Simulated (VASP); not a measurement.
# YS2 (Fd-3m) in VASP: notebook, part 2 of 3

VASP 6.6.1.

## 3. Single point, PBE

This run uses another cell than the first one, of 18.40 Å³/atom, 1.045 times its volume.

Contents of INCAR:

```
ALGO = Normal ; EDIFF = 1E-7
ENCUT = 520 ; GGA = PE
ISIF = 2 ; ISMEAR = -1
LASPH = True ; LCHARG = False
LREAL = False ; LWAVE = False
NBANDS = 32 ; NELM = 100
PREC = Accurate ; SIGMA = 0.05
```

Contents of KPOINTS:

```
k-points
0
Gamma
  4 4 4
```

Contents of POSCAR:

```
YS2
1.0
    0.0000000000      3.8074100120      3.8074100120
    3.8074100120      0.0000000000      3.8074100120
    3.8074100120      3.8074100120      0.0000000000
Y S
2 4
Direct
    0.0000000000      0.0000000000      0.0000000000
    0.2500000000      0.2500000000      0.2500000000
    0.6250000000      0.6250000000      0.6250000000
    0.1250000000      0.6250000000      0.6250000000
    0.6250000000      0.1250000000      0.6250000000
    0.6250000000      0.6250000000      0.1250000000
```

Potentials or basis: VASP PAW PBE potentials, release 64 (Y_sv, S).

Launch:

```console
> cat potpaw_PBE.64/Y_sv/POTCAR potpaw_PBE.64/S/POTCAR > POTCAR
> mpirun -np 1 vasp_std > vasp.out
```

OUTCAR:

```text
EDIFF = 1E-7
   ENCUT = 520
   GGA = PE
   ISIF = 2
   ISMEAR = -1
   LASPH = True
   LREAL = False
   NELM = 100
   PREC = Accurate

 ion  position               nearest neighbor table
   1  0.000  0.000  0.000-   5 3.16   4 3.16   6 3.16   3 3.16   3 3.16   6 3.16   3 3.16   4 3.16
                             5 3.16   4 3.16   5 3.16   6 3.16   2 3.30   2 3.30   2 3.30   2 3.30
   2  0.250  0.250  0.250-   4 3.16   5 3.16   6 3.16   3 3.16   4 3.16   5 3.16   3 3.16   4 3.16
                             6 3.16   3 3.16   5 3.16   6 3.16   1 3.30   1 3.30   1 3.30   1 3.30
   3  0.625  0.625  0.625-   4 2.69   5 2.69   6 2.69   6 2.69   5 2.69   4 2.69   1 3.16   2 3.16
                             1 3.16   2 3.16   1 3.16   2 3.16
   4  0.125  0.625  0.625-   3 2.69   6 2.69   5 2.69   3 2.69   5 2.69   6 2.69   2 3.16   1 3.16
                             2 3.16   1 3.16   1 3.16   2 3.16
   5  0.625  0.125  0.625-   3 2.69   6 2.69   3 2.69   4 2.69   6 2.69   4 2.69   1 3.16   2 3.16
                             2 3.16   1 3.16   1 3.16   2 3.16
   6  0.625  0.625  0.125-   3 2.69   3 2.69   4 2.69   5 2.69   5 2.69   4 2.69   1 3.16   2 3.16
                             1 3.16   2 3.16   1 3.16   2 3.16

  LATTYP: Found a face centered cubic cell.
 ALAT       =     7.6148200240

  Lattice vectors:

 A1 = (   0.0000000000,   3.8074100120,   3.8074100120)
 A2 = (   3.8074100120,   0.0000000000,   3.8074100120)
 A3 = (   3.8074100120,   3.8074100120,   0.0000000000)

Analysis of symmetry for initial positions (statically):
=====================================================================
 Subroutine PRICEL returns:
 Original cell was already a primitive cell.

 Routine SETGRP: Setting up the symmetry group for a
 face centered cubic supercell.

 Subroutine GETGRP returns: Found 48 space group operations
 (whereof 24 operations were pure point group operations)
 out of a pool of 48 trial point group operations.

The static configuration has the point symmetry T_d .
 The point group associated with its full space group is O_h .

Analysis of symmetry for dynamics (positions and initial velocities):
=====================================================================
 Subroutine PRICEL returns:
 Original cell was already a primitive cell.

 Routine SETGRP: Setting up the symmetry group for a
 face centered cubic supercell.

 Subroutine GETGRP returns: Found 48 space group operations
 (whereof 24 operations were pure point group operations)
 out of a pool of 48 trial point group operations.

The dynamic configuration has the point symmetry T_d .
 The point group associated with its full space group is O_h .

 Subroutine INISYM returns: Found 48 space group operations
 (whereof 24 operations are pure point group operations),
 and found     1 'primitive' translations

----------------------------------------------------------------------------------------

                                     Primitive cell

  volume of cell :     110.3873

  direct lattice vectors                    reciprocal lattice vectors
     0.000000000  3.807410012  3.807410012    -0.131322867  0.131322867  0.131322867
     3.807410012  0.000000000  3.807410012     0.131322867 -0.131322867  0.131322867
     3.807410012  3.807410012  0.000000000     0.131322867  0.131322867 -0.131322867

  length of vectors
     5.384490876  5.384490876  5.384490876     0.227457878  0.227457878  0.227457878

[... 48 lines left out ...]
  0.250000  0.250000  0.000000      6.000000
  0.500000  0.250000  0.000000     24.000000
 -0.250000  0.250000  0.000000     12.000000
  0.500000  0.500000  0.000000      3.000000
 -0.250000  0.500000  0.250000      6.000000
   k-points           NKPTS =      8   k-points in BZ     NKDIM =      8   number of bands    NBANDS=     32
   number of dos      NEDOS =    301   number of ions     NIONS =      6
   total plane-waves  NPLWV =  64000
   dimension x,y,z NGX =    40 NGY =   40 NGZ =   40
   dimension x,y,z NGXF=    80 NGYF=   80 NGZF=   80
   ions per type =               2   4
   NGX,Y,Z   is equivalent  to a cutoff of  12.35, 12.35, 12.35 a.u.
   NGXF,Y,Z  is equivalent  to a cutoff of  24.70, 24.70, 24.70 a.u.
 SYSTEM =  unknown system
   PREC   = accura    normal or accurate (medium, high low for compatibility)
   ISTART =      0    job   : 0-new  1-cont  2-samecut
   ICHARG =      2    charge: 1-file 2-atom 10-const
   ISPIN  =      1    spin polarized calculation?
   LNONCOLLINEAR =      F non collinear calculations
   LSORBIT =      F    spin-orbit coupling
   LASPH  =      T    aspherical Exc in radial PAW
   ENCUT  =  520.0 eV  38.22 Ry    6.18 a.u.  10.01 10.01 10.01*2*pi/ulx,y,z
   NELM   =    100;   NELMIN=  2; NELMDL= -5     # of ELM steps
   EDIFF  = 0.1E-06   stopping-criterion for ELM
   LREAL  =      F    real-space projection
   EDIFFG = 0.1E-05   stopping-criterion for IOM
   NSW    =      0    number of steps for IOM
   IBRION =     -1    ionic relax: 0-MD 1-quasi-New 2-CG
   NFREE  =      0    steps in history (QN), initial steepest desc. (CG)
   ISIF   =      2    stress and relaxation
   ISYM   =      2    0-nonsym 1-usesym 2-fastsym
   POTIM  = 0.5000    time-step for ionic-motion
   TEBEG  =    0.0;   TEEND  =   0.0 temperature during run
   PSTRESS=    0.0 pullay stress
   NELECT =      46.0000    total number of electrons
   NUPDOWN=      -1.0000    fix difference up-down
   EMIN   =  10.00;   EMAX   =-10.00  energy-range for DOS
   EFERMI =   0.00;   METHOD = LEGACY
   ISMEAR =    -1;   SIGMA  =   0.05  broadening in eV -4-tet -1-fermi 0-gaus
   EFERMI_NEDOS =   21; number of points for ismear=-14 and -15
   IALGO  =     38    algorithm
   IMIX   =      4    mixing-type and parameters
     AMIX     =   0.40;   BMIX     =  1.00
     AMIX_MAG =   1.60;   BMIX_MAG =  1.00
  volume/ion in A,a.u.               =      18.40       124.15
  Fermi-wavevector in a.u.,A,eV,Ry     =   1.222797  2.310752 20.343882  1.495233
  Thomas-Fermi vector in A             =   2.357931
   LORBIT       =      0    0 simple, 1 ext, 2 COOP (PROOUT), +10 PAW based schemes
   GGA     = PE    functional components
   LHFCALC =     F    Hartree Fock is set to
   AEXX    =    0.0000 exact exchange contribution
   IVDW    =     0    specifies the selected vdW correction
   LEPSILON=     F    determine dielectric tensor
   LRPA    =     F    only Hartree local field effects (RPA)
 non-spin polarized calculation
  energy-cutoff  :      520.00
  volume of cell :      110.39
 maximum number of plane-waves:      2996
   NGX = 21   NGY = 21   NGZ = 21

 number of electron      46.0000006 magnetization

 Free energy of the ion-electron system (eV)
  ---------------------------------------------------
  ext. energy  EPLUGINS =         0.00000000
  ---------------------------------------------------
  free energy    TOTEN  =       -29.71998790 eV

  energy without entropy =      -29.66850336  energy(sigma->0) =      -29.69424563

 E-fermi :   7.4939     XC(G=0): -10.9306

 val. band max:        7.4614216137   @ k =   0.5000   0.5000   0.0000
 cond. band min:       7.4948905499   @ k =   0.5000   0.2500   0.0000
 fundamental gap:      0.0334689362
 Fermi energy:         7.4938554838

 k-point     1 :       0.0000    0.0000    0.0000
  band No.  band energies     occupation
      1     -36.0788      2.00000
      2     -35.9597      2.00000
      3     -16.2027      2.00000
      4     -16.2027      2.00000
      5     -16.2027      2.00000
      6     -15.8895      2.00000
[... 269 lines left out ...]
     31      10.7019      0.00000
     32      10.7019      0.00000

------------------------ aborting loop because EDIFF is reached ----------------------------------------

  FORCE on cell =-STRESS in cart. coord.  units (eV):
  Direction    XX          YY          ZZ          XY          YZ          ZX
  --------------------------------------------------------------------------------------
  -------------------------------------------------------------------------------------
  Total        3.6025418      3.6025418      3.6025418     -0.0000000      0.0000000     -0.0000000
  in kB       52.2878362     52.2878362     52.2878362     -0.0000000      0.0000000     -0.0000000
  external PRESSURE =      52.2878362 kB  Pullay stress =       0.0000000 kB

 VOLUME and BASIS-vectors are now :
 -----------------------------------------------------------------------------
  energy-cutoff  :      520.00
  volume of cell :      110.39
      direct lattice vectors                 reciprocal lattice vectors
     0.000000000  3.807410012  3.807410012    -0.131322867  0.131322867  0.131322867
     3.807410012  0.000000000  3.807410012     0.131322867 -0.131322867  0.131322867
     3.807410012  3.807410012  0.000000000     0.131322867  0.131322867 -0.131322867

 POSITION                                       TOTAL-FORCE (eV/Angst)
 -----------------------------------------------------------------------------------
      0.00000      0.00000      0.00000         0.000000     -0.000000      0.000000
      1.90371      1.90371      1.90371        -0.000000      0.000000     -0.000000
      4.75926      4.75926      4.75926        -0.000000     -0.000000      0.000000
      4.75926      2.85556      2.85556        -0.000000     -0.000000      0.000000
      2.85556      4.75926      2.85556        -0.000000     -0.000000      0.000000
      2.85556      2.85556      4.75926        -0.000000     -0.000000      0.000000
 -----------------------------------------------------------------------------------
    total drift:                               -0.000000      0.000000      0.000000

  FREE ENERGIE OF THE ION-ELECTRON SYSTEM (eV)
  ---------------------------------------------------
  free  energy   TOTEN  =       -29.7199878962 eV

  energy  without entropy=      -29.6685033609  energy(sigma->0) =      -29.69424563
```

OSZICAR:

```text
N       E                     dE             d eps       ncg     rms          rms(c)
DAV:   1     0.235073155870E+03    0.23507E+03   -0.22175E+04   512   0.137E+03
DAV:   2    -0.132796865052E+02   -0.24835E+03   -0.23636E+03   632   0.287E+02
DAV:   3    -0.315284757029E+02   -0.18249E+02   -0.17272E+02   800   0.591E+01
DAV:   4    -0.322653622445E+02   -0.73689E+00   -0.73373E+00   760   0.108E+01
DAV:   5    -0.322763830594E+02   -0.11021E-01   -0.11018E-01   736   0.133E+00    0.275E+01
DAV:   6    -0.302858521156E+02    0.19905E+01   -0.16864E+01   616   0.981E+00    0.285E+01
DAV:   7    -0.297534621517E+02    0.53239E+00   -0.20842E+00   640   0.467E+00    0.173E+01
DAV:   8    -0.297627431293E+02   -0.92810E-02   -0.36929E-01   616   0.277E+00    0.190E+00
DAV:   9    -0.297203254237E+02    0.42418E-01   -0.12046E-01   648   0.130E+00    0.458E-01
DAV:  10    -0.297199617849E+02    0.36364E-03   -0.73304E-03   656   0.422E-01    0.242E-01
DAV:  11    -0.297200148262E+02   -0.53041E-04   -0.28455E-04   688   0.818E-02    0.147E-01
DAV:  12    -0.297199882934E+02    0.26533E-04   -0.11123E-04   656   0.453E-02    0.477E-02
DAV:  13    -0.297199873568E+02    0.93656E-06   -0.14364E-05   672   0.174E-02    0.160E-02
DAV:  14    -0.297199885586E+02   -0.12018E-05   -0.12995E-06   632   0.552E-03    0.917E-03
DAV:  15    -0.297199878538E+02    0.70488E-06   -0.47142E-07   544   0.290E-03    0.194E-03
DAV:  16    -0.297199878962E+02   -0.42437E-07   -0.48146E-08   376   0.124E-03
   1 F= -.29719988E+02 E0= -.29694246E+02  d E =-.514845E-01
```

stdout:

```text
POSCAR found type information on POSCAR Y S
 POSCAR found :  2 types and       6 ions
 scaLAPACK will be used
 LDA part: xc-table for (Slater+PW92), standard interpolation
 POSCAR, INCAR and KPOINTS ok, starting setup
 FFT: planning ... GRIDC
 FFT: planning ... GRID_SOFT
 FFT: planning ... GRID
 WAVECAR not read
 entering main loop
```

It took 40 s on 1 thread of AMD EPYC 7R13 (Zen 3), shared host; peak memory 0.22 GiB.

What came out:

```yaml
Free_energy: -29.7200 eV
Pressure: 5.2 GPa
Band_gap_on_the_k_mesh: zero (band 23 reaches 7.99 eV, above the bottom of band 24 at 7.23 eV)
```

## 4. Single point, PBE

This run uses another cell than the first one, of 19.20 Å³/atom, 1.091 times its volume.

Contents of INCAR:

```
SYSTEM = YS2
  PREC = Accurate
  ENCUT = 520
  EDIFF = 1E-6
  ISMEAR = -1
  SIGMA = 0.05
  LREAL = .FALSE.
  LASPH = .TRUE.
  NELM = 80
  ALGO = Normal
  ISIF = 2
  LWAVE = .FALSE.
  LCHARG = .FALSE.
  GGA = PE
  NBANDS = 32
```

Contents of KPOINTS:

```
regular mesh
0
G
  4 4 4
  0 0 0
```

Edit POSCAR of step 3 so:

```diff
@@ -2,5 +2,5 @@
 1.0
-    0.0000000000      3.8074100120      3.8074100120
-    3.8074100120      0.0000000000      3.8074100120
-    3.8074100120      3.8074100120      0.0000000000
+    0.0000000000      3.8618089332      3.8618089332
+    3.8618089332      0.0000000000      3.8618089332
+    3.8618089332      3.8618089332      0.0000000000
 Y S
```

Launch:

```console
> cat potpaw_PBE.64/Y_sv/POTCAR potpaw_PBE.64/S/POTCAR > POTCAR
> mpirun -np 1 vasp_std > vasp.out
```

Run time: 44 s. Hardware: 1 thread of AMD EPYC 7R13 (Zen 3), shared host; peak memory 0.24 GiB.

The run converged. Its results:

```
Free energy            : -29.8278 eV
Pressure               : 2.0 GPa
Band gap on the k mesh : zero (band 23 reaches 7.48 eV, above the bottom of band 24 at 6.79 eV)
```

Levels at points of the mesh, in eV from the Fermi level:
```tsv
k point	band 19	band 20	band 21	band 22	band 23	band 24	band 25	band 26	band 27	band 28
(0.00, 0.00, 0.00)	-1.00	0.19	0.19	0.19	0.45	0.45	0.45	1.61	1.61	1.61
(0.50, 0.00, 0.00)	-3.46	-3.46	-2.87	-0.96	0.27	0.89	0.89	1.32	1.32	1.35
(0.50, 0.50, 0.00)	-3.47	-3.47	-3.21	-3.21	-0.02	-0.02	1.08	1.08	1.32	1.32
```

(Continued in part 3 of 3.)
